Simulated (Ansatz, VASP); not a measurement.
## Two plane-wave programs on Ga

INCAR

```
SYSTEM = Ga
ALGO = Normal
EDIFF = 1E-6
ENCUT = 520
GGA = PE
ISIF = 2
ISMEAR = -1
LASPH = .True.
LCHARG = .True.
LELF = .True.
LREAL = .False.
LVHAR = .True.
LWAVE = .False.
NBANDS = 12
NELM = 100
PREC = Accurate
SIGMA = 0.05
```

The input KPOINTS:

```
k-points
0
Gamma
  17 17 15
  0 0 0
```

The input POSCAR:

```
Ga
1.0
    2.7088094483      0.0000000000      0.0000000000
   -1.3544047242      2.3458977962      0.0000000000
    0.0000000000      0.0000000000      2.5920438797
Ga
1
Direct
    0.0000000000      0.0000000000      0.0000000000
```

Input for Ansatz:

```yaml
crystal:
  lattice:
    - [2.7088094483, 0.0, 0.0]
    - [-1.3544047242, 2.3458977962, 0.0]
    - [0.0, 0.0, 2.5920438797]
  atoms:
    - { symbol: Ga, position: [0.0, 0.0, 0.0] }
kpoints:
  mp_grid: { grid: [17, 17, 15] }
scf:
  occupations: { method: fermi_dirac, width: 0.05 }
hamiltonian:
  xc: pbe
  pseudopotentials: { kind: paw }
output:
  forces: true
  stress: true
  eigenvalues: true
  populations: true
  write_density: true
  write_potential: true
  elf: true
  volumetric_format: npy
```

Change from the starting cell: volume scaled by 0.85, PAW files.

Alike in both runs: task single point; functional PBE; k mesh 17 × 17 × 15; occupations fermi-dirac, width 0.05 eV; no spin polarisation.

|  | VASP | Ansatz |
| --- | --- | --- |
| version | VASP 6.6.1 | Ansatz 0.2.0 |
| potentials or method | VASP PAW PBE potentials, release 64 (Ga_d) | PAW with Ansatz's default frozen-core files, scalar-relativistic |
| plane-wave cutoff (eV) | 520 | 420 |
| valence electrons in the cell | 13 | 13 |

Ansatz gave:

| Quantity | Value |
| --- | --- |
| pressure (GPa) | 11.9 |

Estimate VASP's values.

pressure (GPa): 12.0.
